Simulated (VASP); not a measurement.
SiPdRu5: single point with PBE

SiPdRu5:

```
Si Ru Pd
1.0
     6.53154    0.00000    0.00000
     0.00000    6.53154    0.00000
     0.00000    0.00000    4.30690
Si Ru Pd
1 5 1
Direct
  0.00000 0.00000 0.00000
  0.33513 0.00000 0.00000
  0.66487 0.00000 0.00000
  0.00000 0.33513 0.00000
  0.00000 0.66487 0.00000
  0.50000 0.50000 0.50000
  0.00000 0.00000 0.50000
```

The cell was built from a structure type or drawn by symmetry, and may not be a known phase.

```
Program                : VASP 6.6.1
Task                   : single point
Functional             : PBE
Potentials or basis    : VASP PAW PBE potentials, release 64 (Si, Ru_pv, Pd)
Cutoff                 : 500 eV
k mesh                 : 3 × 3 × 4
Occupations            : gaussian, width 0.2 eV
Spin                   : no spin polarisation
Dipole correction      : no
Further INCAR settings : ALGO = Normal; EDIFF = 1e-06; NBANDS = 51
```

| Item | Value |
| --- | --- |
| Pressure | -0.1 GPa |
| Largest force | 0.325 eV/Å |
| Band gap on the k mesh | zero (bands 42 and 43 overlap by 0.15 eV) |

Forces in eV/Å, atoms in the order of the input:
```
Si   0.000  0.000  0.000
Ru  -0.325  0.000  0.000
Ru   0.325  0.000  0.000
Ru   0.000 -0.325  0.000
Ru   0.000  0.325  0.000
Ru   0.000  0.000  0.000
Pd   0.000  0.000  0.000
```

Levels at points of the mesh, in eV from the Fermi level:
| k point | band 39 | band 40 | band 41 | band 42 | band 43 | band 44 | band 45 | band 46 |
| --- | --- | --- | --- | --- | --- | --- | --- | --- |
| (0.00, 0.00, 0.00) | -0.36 | -0.30 | -0.30 | -0.26 | 0.00 | 0.00 | 0.02 | 0.25 |
| (0.00, 0.00, 0.50) | -0.36 | -0.36 | -0.21 | 0.06 | 0.12 | 0.12 | 0.12 | 0.18 |

Wall time 2.5 min on 1 thread of Intel Xeon 8259CL, on a shared host, peak memory 0.29 GiB.

Caveat: the k points lie up to 0.36 Å⁻¹ apart.
